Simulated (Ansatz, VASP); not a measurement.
Two plane-wave programs on TaN

The input POSCAR:

```
TaN
1.0
    3.1088180371      0.0000000000      0.0000000000
    0.0000000000      3.1088180371      0.0000000000
    0.0000000000      0.0000000000     25.9913315776
Ta N
6 6
Direct
    0.0000000000      0.0000000000      0.2885577439
    0.5000000000      0.5000000000      0.3731346463
    0.0000000000      0.0000000000      0.4577115488
    0.5000000000      0.5000000000      0.5422884512
    0.0000000000      0.0000000000      0.6268653537
    0.5000000000      0.5000000000      0.7114422561
    0.5000000000      0.5000000000      0.2885577439
    0.0000000000      0.0000000000      0.3731346463
    0.5000000000      0.5000000000      0.4577115488
    0.0000000000      0.0000000000      0.5422884512
    0.5000000000      0.5000000000      0.6268653537
    0.0000000000      0.0000000000      0.7114422561
```

Contents of INCAR.step1:

```
PREC = Accurate
ENCUT = 520
ISMEAR = 0
SIGMA = 0.1
LREAL = F
LASPH = T
NELM = 100
LDIPOL = T
IDIPOL = 3
DIPOL = 0.5 0.5 0.500
NBANDS = 60
GGA = PE
ALGO = Normal
EDIFF = 1E-4
LWAVE = T
LCHARG = F
```

Contents of INCAR.step2:

```
PREC = Accurate
ENCUT = 520
EDIFF = 1E-7
ISMEAR = 0
SIGMA = 0.1
LREAL = F
LASPH = T
NELM = 100
ALGO = Normal
ISIF = 2
LWAVE = F
LCHARG = T
LDIPOL = T
IDIPOL = 3
DIPOL = 0.5 0.5 0.500
METAGGA = R2SCAN
LMIXTAU = T
LELF = T
LVHAR = T
LVACPOTAV = T
NBANDS = 60
ISTART = 1
```

Contents of KPOINTS:

```
Automatic mesh
0
Gamma
  11 11 1
```

Input for Ansatz:

```yaml
crystal:
  lattice:
    - [3.1088180371, 0.0, 0.0]
    - [0.0, 3.1088180371, 0.0]
    - [0.0, 0.0, 25.9913315776]
  atoms:
    - { symbol: Ta, position: [0.0, 0.0, 0.2885577439] }
    - { symbol: "N", position: [0.5, 0.5, 0.2885577439] }
    - { symbol: Ta, position: [0.5, 0.5, 0.3731346463] }
    - { symbol: "N", position: [0.0, 0.0, 0.3731346463] }
    - { symbol: Ta, position: [0.0, 0.0, 0.4577115488] }
    - { symbol: "N", position: [0.5, 0.5, 0.4577115488] }
    - { symbol: Ta, position: [0.5, 0.5, 0.5422884512] }
    - { symbol: "N", position: [0.0, 0.0, 0.5422884512] }
    - { symbol: Ta, position: [0.0, 0.0, 0.6268653537] }
    - { symbol: "N", position: [0.5, 0.5, 0.6268653537] }
    - { symbol: Ta, position: [0.5, 0.5, 0.7114422561] }
    - { symbol: "N", position: [0.0, 0.0, 0.7114422561] }
basis:
  ecutwfc: 500
kpoints:
  mp_grid: { grid: [11, 11, 1] }
hamiltonian:
  xc: r2scan
scf:
  occupations: { method: gaussian, width: 0.1 }
output:
  forces: true
  stress: true
  eigenvalues: true
  write_density: true
  write_potential: true
  elf: true
  volumetric_format: npy
efield:
  axis: 3
  dipole_correction: true
  ramp_width: 0.04
```

Alike in both runs: task single point; functional r2SCAN; k mesh 11 × 11 × 1; occupations gaussian, width 0.1 eV; no spin polarisation.

```csv
,VASP,Ansatz
version,VASP 6.6.1,Ansatz 0.2.0
potentials or method,"VASP PAW PBE potentials, release 64 (Ta_pv, N), cutoff 520 eV","scalar-relativistic, plane waves, PAW"
valence electrons in the cell,96,108
```

|  | VASP | Ansatz | Ansatz less VASP |
| --- | --- | --- | --- |
| gap on the k mesh at the Fermi level (eV) | none | none | - |
| rms of the force components (eV/Å) | 0.684 | 0.688 | +0.0039 |
| work function, face that differs most (eV) | 3.60 | 3.60 | +0.003 |

VASP's potentials were made for PBE, not for r2SCAN. A gap of «none» marks a metal or a gap that the smearing closes. VASP's potentials hold 96 valence electrons a cell and Ansatz's 108, so a difference there can come from the potentials and not from the codes. Ansatz's warnings: xc potential rough in thin density.

Neither program's run includes spin-orbit coupling.
